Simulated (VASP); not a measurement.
# Si2Ni (Fm-3m) in VASP: a series of runs

The runs below take Si2Ni through vibrations by perturbation theory, with PBEsol.

All numbers are computed with VASP 6.6.1; they aren't measurements. Logs are shortened: lines on timing, memory, paths and dates and some standing lists are left out, and cuts for length are marked.

**1. The cell of the first run**

The structure is cubic, space group Fm-3m (No. 225). The conventional cell has a = 5.391 Å, b = 5.391 Å, c = 5.391 Å, α = 90.00°, β = 90.00°, γ = 90.00°. Within 3.1 Å of Si (site symmetry -43m) lie 4 Ni at 2.33 Å and 6 Si at 2.70 Å. Within 3.1 Å of Ni (site symmetry m-3m) lie 8 Si at 2.33 Å.

**2. Vibrations by perturbation theory, PBEsol**

Input file INCAR:

```
SYSTEM = Si2Ni
PREC     = Accurate       ! precision mode
ENCUT    = 520            ! plane-wave cutoff, eV
EDIFF    = 1E-8           ! SCF threshold, eV
ISMEAR   = -1             ! smearing method
SIGMA    = 0.1            ! smearing width, eV
LREAL    = .FALSE.        ! projectors in reciprocal space
LASPH    = .TRUE.         ! aspherical terms in the spheres
NELM     = 80             ! most SCF steps
ALGO     = Normal         ! electronic algorithm
ISIF     = 2              ! what is computed and relaxed
LWAVE    = .FALSE.        ! write WAVECAR
LCHARG   = .TRUE.         ! write CHGCAR
GGA      = PS             ! functional
IBRION   = 8              ! ionic algorithm
NSW      = 1              ! ionic steps
```

Input file KPOINTS:

```
regular mesh
0
G
  10 10 10
  0 0 0
```

Input file POSCAR:

```
Si2Ni
1.0
    0.0000000000      2.6953736890      2.6953736890
    2.6953736890      0.0000000000      2.6953736890
    2.6953736890      2.6953736890      0.0000000000
Si Ni
2 1
Direct
    0.2500000000      0.2500000000      0.2500000000
    0.7500000000      0.7500000000      0.7500000000
    0.0000000000      0.0000000000      0.0000000000
```

Potentials or basis: VASP PAW PBE potentials, release 64 (Si, Ni).

Launch:

```console
> cat potpaw_PBE.64/Si/POTCAR potpaw_PBE.64/Ni/POTCAR > POTCAR
> mpirun -np 1 vasp_std > vasp.out
```

OUTCAR:

```text
SYSTEM = Si2Ni
   PREC = Accurate
   ENCUT = 520
   EDIFF = 1E-8
   ISMEAR = -1
   LREAL = .FALSE.
   LASPH = .TRUE.
   NELM = 80
   ISIF = 2
   GGA = PS
   IBRION = 8
   NSW = 1

 ion  position               nearest neighbor table
   1  0.250  0.250  0.250-   3 2.33   3 2.33   3 2.33   3 2.33   2 2.70   2 2.70   2 2.70   2 2.70
                             2 2.70   2 2.70
   2  0.750  0.750  0.750-   3 2.33   3 2.33   3 2.33   3 2.33   1 2.70   1 2.70   1 2.70   1 2.70
                             1 2.70   1 2.70
   3  0.000  0.000  0.000-   2 2.33   2 2.33   2 2.33   1 2.33   2 2.33   1 2.33   1 2.33   1 2.33

  LATTYP: Found a face centered cubic cell.
 ALAT       =     5.3907473780

  Lattice vectors:

 A1 = (   0.0000000000,   2.6953736890,   2.6953736890)
 A2 = (   2.6953736890,   0.0000000000,   2.6953736890)
 A3 = (   2.6953736890,   2.6953736890,   0.0000000000)

Analysis of symmetry for initial positions (statically):
=====================================================================
 Subroutine PRICEL returns:
 Original cell was already a primitive cell.

 Routine SETGRP: Setting up the symmetry group for a
 face centered cubic supercell.

 Subroutine GETGRP returns: Found 48 space group operations
 (whereof 48 operations were pure point group operations)
 out of a pool of 48 trial point group operations.

The static configuration has the point symmetry O_h .

Analysis of symmetry for dynamics (positions and initial velocities):
=====================================================================
 Subroutine PRICEL returns:
 Original cell was already a primitive cell.

 Routine SETGRP: Setting up the symmetry group for a
 face centered cubic supercell.

 Subroutine GETGRP returns: Found 48 space group operations
 (whereof 48 operations were pure point group operations)
 out of a pool of 48 trial point group operations.

The dynamic configuration has the point symmetry O_h .

 Subroutine INISYM returns: Found 48 space group operations
 (whereof 48 operations are pure point group operations),
 and found     1 'primitive' translations

----------------------------------------------------------------------------------------

                                     Primitive cell

  volume of cell :      39.1640

  direct lattice vectors                    reciprocal lattice vectors
     0.000000000  2.695373689  2.695373689    -0.185503035  0.185503035  0.185503035
     2.695373689  0.000000000  2.695373689     0.185503035 -0.185503035  0.185503035
     2.695373689  2.695373689  0.000000000     0.185503035  0.185503035 -0.185503035

  length of vectors
     3.811834027  3.811834027  3.811834027     0.321300682  0.321300682  0.321300682

  position of ions in fractional coordinates (direct lattice)
     0.250000000  0.250000000  0.250000000
     0.750000000  0.750000000  0.750000000
     0.000000000  0.000000000  0.000000000

  ion indices of the primitive-cell ions
   primitive index   ion index
                 1           1
                 2           2
                 3           3

----------------------------------------------------------------------------------------

 KPOINTS: regular mesh

Automatic generation of k-mesh.
 Grid dimensions read from file:
 generate k-points for:   10   10   10

 Generating k-lattice:

  Cartesian coordinates                     Fractional coordinates (reciprocal lattice)
    -0.018550304  0.018550304  0.018550304     0.100000000  0.000000000  0.000000000
     0.018550304 -0.018550304  0.018550304     0.000000000  0.100000000  0.000000000
     0.018550304  0.018550304 -0.018550304     0.000000000  0.000000000  0.100000000

  Length of vectors
     0.032130068  0.032130068  0.032130068

  Shift w.r.t. Gamma in fractional coordinates (k-lattice)
     0.000000000  0.000000000  0.000000000

 Subroutine IBZKPT returns following result:
 ===========================================

 Found     47 irreducible k-points:

 Following reciprocal coordinates:
            Coordinates               Weight
  0.000000  0.000000  0.000000      1.000000
[... 56 lines left out ...]
   EFERMI =   0.00;   METHOD = LEGACY
   ISMEAR =    -1;   SIGMA  =   0.10  broadening in eV -4-tet -1-fermi 0-gaus
   EFERMI_NEDOS =   21; number of points for ismear=-14 and -15
   IALGO  =     38    algorithm
   IMIX   =      4    mixing-type and parameters
     AMIX     =   0.40;   BMIX     =  1.00
     AMIX_MAG =   1.60;   BMIX_MAG =  1.00
  volume/ion in A,a.u.               =      13.05        88.10
  Fermi-wavevector in a.u.,A,eV,Ry     =   1.263388  2.387457 21.716922  1.596149
  Thomas-Fermi vector in A             =   2.396747
   LORBIT       =      0    0 simple, 1 ext, 2 COOP (PROOUT), +10 PAW based schemes
   GGA     = PS    functional components
   LHFCALC =     F    Hartree Fock is set to
   AEXX    =    0.0000 exact exchange contribution
   IVDW    =     0    specifies the selected vdW correction
   LEPSILON=     F    determine dielectric tensor
   LRPA    =     F    only Hartree local field effects (RPA)
 non-spin polarized calculation
  energy-cutoff  :      520.00
  volume of cell :       39.16
 maximum number of plane-waves:      1073
   NGX = 15   NGY = 15   NGZ = 15

--------------------------------------- Ionic step        1  -------------------------------------------

 number of electron      17.9999995 magnetization

 Free energy of the ion-electron system (eV)
  ---------------------------------------------------
  ext. energy  EPLUGINS =         0.00000000
  ---------------------------------------------------
  free energy    TOTEN  =       -18.99706519 eV

  energy without entropy =      -18.96835295  energy(sigma->0) =      -18.98270907

 E-fermi :  10.4736     XC(G=0): -11.7375

 val. band max:       10.4730833102   @ k =   0.3000   0.2000   0.0000
 cond. band min:      10.5054865937   @ k =  -0.4000   0.5000   0.1000
 fundamental gap:      0.0324032835
 Fermi energy:        10.4735691500

 k-point     1 :       0.0000    0.0000    0.0000
  band No.  band energies     occupation
      1      -3.4468      2.00000
      2       5.2112      2.00000
      3       5.2112      2.00000
      4       5.2112      2.00000
      5       6.9135      2.00000
      6       6.9135      2.00000
      7      10.2856      1.73504
      8      12.2083      0.00000
      9      12.2083      0.00000
     10      12.2083      0.00000
     11      12.7266      0.00000
     12      12.7266      0.00000
     13      12.7266      0.00000
[... 354 lines left out ...]
  band No.  band energies     occupation
      1      -0.9922      2.00000
      2       3.1997      2.00000
      3       4.5524      2.00000
      4       5.5559      2.00000
      5       5.5948      2.00000
      6       7.1021      2.00000
      7       7.2105      2.00000
      8       7.6920      2.00000
      9       7.9620      2.00000
     10      10.3069      1.68221
     11      12.3565      0.00000
     12      16.2320      0.00000
     13      17.0371      0.00000

 [... further k-points ...]

------------------------ aborting loop because EDIFF is reached ----------------------------------------

  FORCE on cell =-STRESS in cart. coord.  units (eV):
  Direction    XX          YY          ZZ          XY          YZ          ZX
  --------------------------------------------------------------------------------------
  -------------------------------------------------------------------------------------
  Total        0.0297598      0.0297598      0.0297598     -0.0000000      0.0000000      0.0000000
  in kB        1.2174553      1.2174553      1.2174553     -0.0000000      0.0000000      0.0000000
  external PRESSURE =       1.2174553 kB  Pullay stress =       0.0000000 kB

 VOLUME and BASIS-vectors are now :
 -----------------------------------------------------------------------------
  energy-cutoff  :      520.00
  volume of cell :       39.16
      direct lattice vectors                 reciprocal lattice vectors
     0.000000000  2.695373689  2.695373689    -0.185503035  0.185503035  0.185503035
     2.695373689  0.000000000  2.695373689     0.185503035 -0.185503035  0.185503035
     2.695373689  2.695373689  0.000000000     0.185503035  0.185503035 -0.185503035

 POSITION                                       TOTAL-FORCE (eV/Angst)
 -----------------------------------------------------------------------------------
      1.34769      1.34769      1.34769        -0.000000     -0.000000      0.000000
      4.04306      4.04306      4.04306        -0.000000      0.000000     -0.000000
      0.00000      0.00000      0.00000         0.000000      0.000000      0.000000
 -----------------------------------------------------------------------------------
    total drift:                               -0.000000     -0.000000      0.000000

  FREE ENERGIE OF THE ION-ELECTRON SYSTEM (eV)
  ---------------------------------------------------
  free  energy   TOTEN  =       -18.9970651931 eV

  energy  without entropy=      -18.9683529497  energy(sigma->0) =      -18.98270907

[... ionic steps 2 to 9 ...]

--------------------------------------- Ionic step       10  -------------------------------------------

 Free energy of the ion-electron system (eV)
  ---------------------------------------------------
  ---------------------------------------------------
  free energy    TOTEN  =        -0.18832261 eV

  energy without entropy =       -0.18832261

------------------------ aborting loop because EDIFF is reached ----------------------------------------

 INTERNAL STRAIN TENSOR  FOR ION    3  DIRECTION 1   (eV/Angst):
 -----------------------------------------------------------------------------
    -0.00051  0.00000 -0.00000
     0.00000  0.01205  0.00000
    -0.00000  0.00000  0.01205

 INTERNAL STRAIN TENSOR FOR ION    3 for displacements in x,y,z  (eV/Angst):
          X           Y           Z          XY          YZ          ZX
  --------------------------------------------------------------------------------
  x     0.00000     0.00000     0.00000     0.00000     0.00000     0.00000
  y     0.00000     0.00000     0.00000     0.00000     0.00000     0.00000
  z     0.00000     0.00000     0.00000     0.00000     0.00000     0.00000

 SECOND DERIVATIVES (NOT SYMMETRIZED)
 ------------------------------------
               1X          1Y          1Z          2X          2Y          2Z          3X          3Y          3Z
  1X    -8.374982    0.000000    0.000000    3.261233   -0.000000   -0.000000    5.113749    0.000000    0.000000
  1Y     0.000000   -8.374982   -0.000000   -0.000000    3.261233    0.000000    0.000000    5.113749    0.000000
  1Z     0.000000   -0.000000   -8.374982   -0.000000    0.000000    3.261233    0.000000    0.000000    5.113749
  2X     3.261233   -0.000000   -0.000000   -8.374982    0.000000    0.000000    5.113749    0.000000    0.000000
  2Y    -0.000000    3.261233    0.000000    0.000000   -8.374982   -0.000000    0.000000    5.113749    0.000000
  2Z    -0.000000    0.000000    3.261233    0.000000   -0.000000   -8.374982    0.000000    0.000000    5.113749
  3X     5.104197    0.000000    0.000000    5.104197    0.000000    0.000000  -10.208393    0.000000    0.000000
  3Y     0.000000    5.104197    0.000000    0.000000    5.104197    0.000000    0.000000  -10.208393    0.000000
  3Z     0.000000    0.000000    5.104197    0.000000    0.000000    5.104197    0.000000    0.000000  -10.208393

 Eigenvectors and eigenvalues of the dynamical matrix
 ----------------------------------------------------

   1 f  =   10.062812 THz    63.226514 2PiTHz  335.659284 cm-1    41.616429 meV
             X         Y         Z           dx          dy          dz
      1.347687  1.347687  1.347687     0.706685    0.024408   -0.000000
      4.043061  4.043061  4.043061    -0.706685   -0.024408    0.000000
      0.000000  0.000000  0.000000     0.000000    0.000000    0.000000
[... 43 lines left out ...]
   9 f/i=    0.004359 THz     0.027388 2PiTHz    0.145398 cm-1     0.018027 meV
             X         Y         Z           dx          dy          dz
      1.347687  1.347687  1.347687     0.104839   -0.461345    0.143006
      4.043061  4.043061  4.043061     0.104839   -0.461345    0.143006
      0.000000  0.000000  0.000000     0.151695   -0.667540    0.206921

--------------------------------------------------------------------------------------------------------

 ELASTIC MODULI CONTR FROM IONIC RELAXATION (kBar)
 Direction    XX          YY          ZZ          XY          YZ          ZX
 --------------------------------------------------------------------------------
 XX          -0.0000     -0.0000     -0.0000     -0.0000      0.0000     -0.0000
 YY          -0.0000     -0.0000      0.0000      0.0000      0.0000     -0.0000
 ZZ          -0.0000      0.0000     -0.0000     -0.0000      0.0000      0.0000
 XY          -0.0000      0.0000     -0.0000   -364.3398      0.0000      0.0000
 YZ           0.0000      0.0000      0.0000      0.0000   -364.3398      0.0000
 ZX          -0.0000     -0.0000      0.0000      0.0000      0.0000   -364.3398
 --------------------------------------------------------------------------------
```

Run time: 2.1 min. Hardware: 1 thread of Intel Xeon Platinum 8559C (Emerald Rapids), shared host; peak memory 0.32 GiB.

Results:

| Property | Result |
| --- | --- |
| Highest phonon frequency at Γ | 336 cm⁻¹ |

Phonon frequencies in cm⁻¹ (negative: imaginary):
```tsv
q point	frequencies
(0.000, 0.000, 0.000)	0 0 0 311 311 311 336 336 336
```

Caveat: the PAW data sets were made with another functional, which shifts forces and pressure a little. Spin polarisation is off, so any magnetic state and its effect on volume and gap are missing.

(Continued in part 2 of 2.)
